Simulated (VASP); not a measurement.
A run of VASP 6.6.1 is set up as follows.

INCAR

```
SYSTEM = NiN2
PREC     = Accurate       ! precision mode
ENCUT    = 600            ! plane-wave cutoff, eV
EDIFF    = 1E-6           ! SCF threshold, eV
ISMEAR   = 0              ! smearing method
SIGMA    = 0.1            ! smearing width, eV
LREAL    = .False.        ! projectors in reciprocal space
LASPH    = .True.         ! aspherical terms in the spheres
NELM     = 120            ! most SCF steps
ALGO     = Normal         ! electronic algorithm
ISIF     = 2              ! what is computed and relaxed
LWAVE    = .False.        ! write WAVECAR
LCHARG   = .False.        ! write CHGCAR
GGA      = PE             ! functional
NBANDS   = 29             ! bands
GGA_COMPAT= .False.
```

File KPOINTS:

```
regular mesh
0
Gamma
  12 12 12
  0 0 0
```

The input POSCAR:

```
NiN2
1.0
    0.0000000000     -2.3299953372     -2.3299953372
   -2.3299953372      0.0000000000     -2.3299953372
    2.3299953372      2.3299953372     -4.6599906744
Ni N
2 4
Direct
    1.0000000000      1.0000000000      0.0000000000
    0.5000000000      0.5000000000      0.5000000000
    0.6250000000      0.6250000000      0.1250000000
    0.1250000000      0.1250000000      0.6250000000
    0.8750000000      0.8750000000      0.3750000000
    0.3750000000      0.3750000000      0.8750000000
```

Potentials or basis: VASP PAW PBE potentials, release 64 (Ni, N).

The run is started by

```bash
$ cat potpaw_PBE.64/Ni/POTCAR potpaw_PBE.64/N/POTCAR > POTCAR
$ mpirun -np 1 vasp_std > vasp.out
```

(1) Estimate the band gap on the k mesh.

(2) Predict the pressure.

Answers

(1) zero (bands 20 and 21 overlap by 0.99 eV).

(2) -0.1 GPa.

Caveat: the run has no spin polarisation, though such a crystal can be magnetic.
